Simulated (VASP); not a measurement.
# Rh (I4/mmm) in VASP: a series of runs, part 2 of 2

VASP 6.6.1.

### Step 6. Single point, PBEsol (strain +0.050 along x and y, -0.050 along z)

Input file INCAR:

```
SYSTEM = Rh
  ALGO = Fast
  EDIFF = 1E-6
  ENCUT = 520
  GGA = PS
  ISIF = 2
  ISMEAR = 0
  LASPH = .TRUE.
  LCHARG = .TRUE.
  LELF = .TRUE.
  LREAL = .FALSE.
  LVHAR = .TRUE.
  LWAVE = .FALSE.
  NBANDS = 14
  NELM = 80
  PREC = Accurate
  SIGMA = 0.15
```

Input file KPOINTS:

```
k-points
0
G
  22 22 22
  0 0 0
```

Input file POSCAR:

```
Rh
1.0
    0.0000000000      1.9966275000      1.8064725000
    1.9966275000      0.0000000000      1.8064725000
    1.9966275000      1.9966275000      0.0000000000
Rh
1
Direct
    0.0000000000      0.0000000000      0.0000000000
```

Potentials or basis: VASP PAW PBE potentials, release 64 (Rh_pv).

The run is started by

```console
$ cat potpaw_PBE.64/Rh_pv/POTCAR > POTCAR
$ mpirun -np 1 vasp_std > vasp.out
```

OUTCAR:

```text
SYSTEM = Rh
   EDIFF = 1E-6
   ENCUT = 520
   GGA = PS
   ISIF = 2
   ISMEAR = 0
   LASPH = .TRUE.
   LREAL = .FALSE.
   NELM = 80
   PREC = Accurate

 ion  position               nearest neighbor table
   1  0.000  0.000  0.000-

  LATTYP: Found a body centered tetragonal cell.
 ALAT       =     2.8236576895
 C/A-ratio  =     1.2795265564

  Lattice vectors:

 A1 = (   0.0000000000,  -1.9966275000,  -1.8064725000)
 A2 = (   0.0000000000,   1.9966275000,  -1.8064725000)
 A3 = (   1.9966275000,   0.0000000000,   1.8064725000)

Analysis of symmetry for initial positions (statically):
=====================================================================
 Subroutine PRICEL returns:
 Original cell was already a primitive cell.

 Routine SETGRP: Setting up the symmetry group for a
 body centered tetragonal supercell.

 Subroutine GETGRP returns: Found 16 space group operations
 (whereof 16 operations were pure point group operations)
 out of a pool of 16 trial point group operations.

The static configuration has the point symmetry D_4h.

Analysis of symmetry for dynamics (positions and initial velocities):
[... 162 lines left out ...]
 fundamental gap:      0.0036493905
 Fermi energy:        10.8974766683

 k-point     1 :       0.0000    0.0000    0.0000
  band No.  band energies     occupation
      1     -35.3348      2.00000
      2     -35.3348      2.00000
      3     -35.2806      2.00000
      4       3.2109      2.00000
      5       7.7906      2.00000
      6       7.7906      2.00000
      7       8.7172      2.00000
      8       9.3847      2.00000
      9      10.5034      1.99980
     10      27.0539      0.00000
     11      31.1205      0.00000
     12      31.1205      0.00000
     13      31.4553      0.00000
     14      34.1979      0.00000
[... 377 lines left out ...]
      1     -35.9356      2.00000
      2     -35.4676      2.00000
      3     -35.3549      2.00000
      4       5.2069      2.00000
      5       7.5351      2.00000
      6       8.4901      2.00000
      7      10.5677      1.99812
      8      11.6205      0.00000
      9      12.1803      0.00000
     10      19.3433      0.00000
     11      26.3680      0.00000
     12      30.9300      0.00000
     13      31.4568      0.00000
     14      32.5201      0.00000

 [... further k-points ...]
[... 5 lines left out ...]
  --------------------------------------------------------------------------------------
  -------------------------------------------------------------------------------------
  Total       -1.9001616     -1.9001616     -0.2150106      0.0000000      0.0000000     -0.0000000
  in kB     -211.3711330   -211.3711330    -23.9174598      0.0000000      0.0000000     -0.0000000
  external PRESSURE =    -148.8865752 kB  Pullay stress =       0.0000000 kB

 VOLUME and BASIS-vectors are now :
 -----------------------------------------------------------------------------
  energy-cutoff  :      520.00
  volume of cell :       14.40
      direct lattice vectors                 reciprocal lattice vectors
     0.000000000  1.996627500  1.806472500    -0.250422275  0.250422275  0.276782514
     1.996627500  0.000000000  1.806472500     0.250422275 -0.250422275  0.276782514
     1.996627500  1.996627500  0.000000000     0.250422275  0.250422275 -0.276782514

 POSITION                                       TOTAL-FORCE (eV/Angst)
 -----------------------------------------------------------------------------------
      0.00000      0.00000      0.00000        -0.000000      0.000000      0.000000
 -----------------------------------------------------------------------------------
    total drift:                                0.000000     -0.000000     -0.000000

  FREE ENERGIE OF THE ION-ELECTRON SYSTEM (eV)
  ---------------------------------------------------
  free  energy   TOTEN  =        -8.0378085082 eV

  energy  without entropy=       -8.0207904810  energy(sigma->0) =       -8.02929949
```

stdout:

```text
POSCAR found type information on POSCAR Rh
 POSCAR found :  1 types and       1 ions
 scaLAPACK will be used
 -----------------------------------------------------------------------------
|                                                                             |
|                                                                             |
|     You enforced a specific xc type in the INCAR file but a different       |
|     I HOPE YOU KNOW WHAT YOU ARE DOING!                                     |
|                                                                             |
 -----------------------------------------------------------------------------

 LDA part: xc-table for (Slater+PW92), standard interpolation
 POSCAR, INCAR and KPOINTS ok, starting setup
 FFT: planning ... GRIDC
 FFT: planning ... GRID_SOFT
 FFT: planning ... GRID
 WAVECAR not read
 entering main loop
WARNING in EDDRMM: call to ZHEGV failed, returncode =   6  3     14
WARNING in EDDRMM: call to ZHEGV failed, returncode =   6  3     12
```

It took 88 s on 1 thread of AMD EPYC 9R45 (Zen 5), shared host; peak memory 0.23 GiB.

Results:

```yaml
Free_energy: -8.0378 eV
Pressure: -14.9 GPa
```

Stress tensor (GPa, compression positive):
```
-21.14   0.00   0.00
  0.00 -21.14   0.00
  0.00   0.00  -2.39
```

Caveat: the cell differs from its parent crystal (strain +0.050 along x and y, -0.050 along z); the PAW data sets were made with another functional, which shifts forces and pressure a little.

### Step 7. The runs side by side

```tsv
cell	gap on the mesh (eV)	pressure (GPa)
a = 2.693, b = 2.693, c = 2.555 Å, angles 61.7, 61.7, 56.6°, 1 atom	none	13.4
a = 2.623, b = 2.623, c = 2.689 Å, angles 59.2, 59.2, 61.7°, 1 atom	none	11.0
a = 2.657, b = 2.657, c = 2.756 Å, angles 58.8, 58.8, 62.5°, 1 atom	none	-3.9
a = 2.690, b = 2.690, c = 2.756 Å, angles 59.2, 59.2, 61.6°, 1 atom	none	-10.9
a = 2.693, b = 2.693, c = 2.824 Å, angles 58.4, 58.4, 63.2°, 1 atom	none	-14.9
```

Alike in all rows: task single point; level PBEsol; potentials or basis VASP PAW PBE potentials, release 64 (Rh_pv); no spin polarisation; k mesh 22 × 22 × 22; cutoff (eV) 520; smearing gaussian 0.15 eV.

Caveats: the PAW data sets were made with another functional, which shifts forces and pressure a little.

Absolute energies hang on the potentials; compare differences alone.
